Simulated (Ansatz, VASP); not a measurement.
# Two plane-wave programs on SnO

File INCAR:

```
  PREC = Accurate
  ENCUT = 520
  EDIFF = 1E-6
  ISMEAR = 0
  SIGMA = 0.05
  LREAL = F
  LASPH = T
  NELM = 80
  ALGO = Normal
  ISIF = 2
  LWAVE = F
  LCHARG = F
  LDIPOL = T
  IDIPOL = 3
  DIPOL = 0.5 0.5 0.403
  GGA = PE
  IVDW = 12
  NBANDS = 50
```

The input KPOINTS:

```
Automatic mesh
0
Gamma
  7 7 1
```

Contents of POSCAR:

```
SnO
1.0
    3.8201635894      0.0000000000      0.0000000000
    0.0000000000      3.8201635894      0.0000000000
    0.0000000000      0.0000000000     22.2260803631
Sn O
4 4
Direct
    0.7500000000      0.2500000000      0.2024648488
    0.2500000000      0.7500000000      0.3087831984
    0.6250000000      1.1250000000      0.4977503906
    0.1250000000      1.6250000000      0.6040687401
    0.2500000000      0.2500000000      0.2556240236
    0.7500000000      0.7500000000      0.2556240236
    0.1250000000      1.1250000000      0.5509095654
    0.6250000000      1.6250000000      0.5509095654
```

Input for Ansatz:

```yaml
crystal:
  lattice:
    - [3.8201635894, 0.0, 0.0]
    - [0.0, 3.8201635894, 0.0]
    - [0.0, 0.0, 22.2260803631]
  atoms:
    - { symbol: Sn, position: [0.75, 0.25, 0.2024648488] }
    - { symbol: O, position: [0.25, 0.25, 0.2556240236] }
    - { symbol: O, position: [0.75, 0.75, 0.2556240236] }
    - { symbol: Sn, position: [0.25, 0.75, 0.3087831984] }
    - { symbol: Sn, position: [0.625, 1.125, 0.4977503906] }
    - { symbol: O, position: [0.125, 1.125, 0.5509095654] }
    - { symbol: O, position: [0.625, 1.625, 0.5509095654] }
    - { symbol: Sn, position: [0.125, 1.625, 0.6040687401] }
basis:
  ecutwfc: 420
kpoints:
  mp_grid: { grid: [7, 7, 1] }
hamiltonian:
  xc: pbe
  pseudopotentials: { kind: paw, azcp: { folder: soft_1 } }
  dispersion: d3bj
scf:
  occupations: { method: gaussian, width: 0.05 }
output:
  forces: true
  eigenvalues: true
  write_density: true
  write_potential: true
  elf: true
  volumetric_format: npy
efield:
  axis: 3
  dipole_correction: true
  ramp_width: 0.04
```

Alike in both runs: task single point; functional PBE; dispersion D3(BJ); k mesh 7 × 7 × 1; occupations gaussian, width 0.05 eV; no spin polarisation.

|  | VASP | Ansatz |
| --- | --- | --- |
| version | VASP 6.6.1 | Ansatz 0.2.0 |
| potentials or method | VASP PAW PBE potentials, release 64 (Sn_d, O), cutoff 520 eV | scalar-relativistic, plane waves, PAW |
| valence electrons in the cell | 80 | 80 |

VASP gave:

- gap on the k mesh at the Fermi level (eV): 2.56
- least direct gap on the mesh (eV): 2.58
- rms of the force components (eV/Å): 0.056

What did Ansatz give for the same quantities?

gap on the k mesh at the Fermi level (eV): 2.61; least direct gap on the mesh (eV): 2.63; rms of the force components (eV/Å): 0.024.

Ansatz's warnings: xc potential rough in thin density.
